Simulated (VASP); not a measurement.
Runs of VASP 6.6.1 on Mg. Symmetry: I4/mmm, No. 139, tetragonal system. The conventional cell has a = 3.672 Å, b = 3.672 Å, c = 3.359 Å, α = 90.00°, β = 90.00°, γ = 90.00°. Within 4.1 Å of Mg (site symmetry 4/mmm) lie 14 Mg at 3.09 to 3.67 Å. 

| k mesh | gap on the mesh (eV) | pressure (GPa) |
| --- | --- | --- |
| 7 × 7 × 7 | none | -1.4 |
| 9 × 9 × 9 | none | -1.4 |
| 4 × 4 × 4 | none | -1.5 |
| 6 × 6 × 6 | none | -1.4 |
| 11 × 11 × 11 | none | (a) |

Alike in all rows: task single point; level r2SCAN+D3(BJ); potentials or basis VASP PAW PBE potentials, release 64 (Mg); no spin polarisation; cell as given; cutoff (eV) 520; smearing fermi-dirac 0.05 eV.

Q: Estimate the missing entries.

A: (a) -1.3.

Caveats: some runs use coarse meshes; the PAW data sets were made with another functional, which shifts forces and pressure a little; pairwise dispersion overbinds metals, which lowers pressure and volume.

A gap of «none» marks levels without a gap at the run's occupations.
